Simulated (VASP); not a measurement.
Set up this calculation in VASP 6.6.1, as the native input.

| Quantity | Value |
| --- | --- |
| Task | single point |
| Functional | LDA |
| Potentials or basis | VASP PAW LDA potentials, release 64 (Na_pv, F) |
| Cutoff | 520 eV |
| k mesh | 10 × 10 × 10 |
| Occupations | gaussian, width 0.01 eV |
| Spin | no spin polarisation |
| Dipole correction | no |
| Further INCAR settings | ALGO = Normal; EDIFF = 1e-07; NBANDS = 14 |

The structure of NaF lies in POSCAR:

```
NaF
1.0
    0.0000000000      2.2972417895      2.2972417895
    2.2972417895      0.0000000000      2.2972417895
    2.2972417895      2.2972417895      0.0000000000
Na F
1 1
Direct
    0.0000000000      0.0000000000      0.0000000000
    0.5000000000      0.5000000000      0.5000000000
```

These files were run (other wordings do the same):

INCAR

```
ALGO = Normal
EDIFF = 1E-7
ENCUT = 520
ISIF = 2
ISMEAR = 0
LASPH = True
LCHARG = True
LELF = True
LREAL = False
LVHAR = True
LWAVE = False
NBANDS = 14
NELM = 80
PREC = Accurate
SIGMA = 0.01
```

KPOINTS

```
k-points
0
Gamma
  10 10 10
```

Potentials or basis: VASP PAW LDA potentials, release 64 (Na_pv, F).

Launch:

```bash
$ cat potpaw_LDA.64/Na_pv/POTCAR potpaw_LDA.64/F/POTCAR > POTCAR
$ mpirun -np 1 vasp_std > vasp.out
```

Results of the run:

```yaml
Pressure: -3.3 GPa
Band_gap_on_the_k_mesh: 6.09 eV
```

Caveat: the cell stands under tension.

Wall time 22 s on 1 thread of AMD EPYC 7R13, with other jobs on the host, peak memory 0.1 GiB.
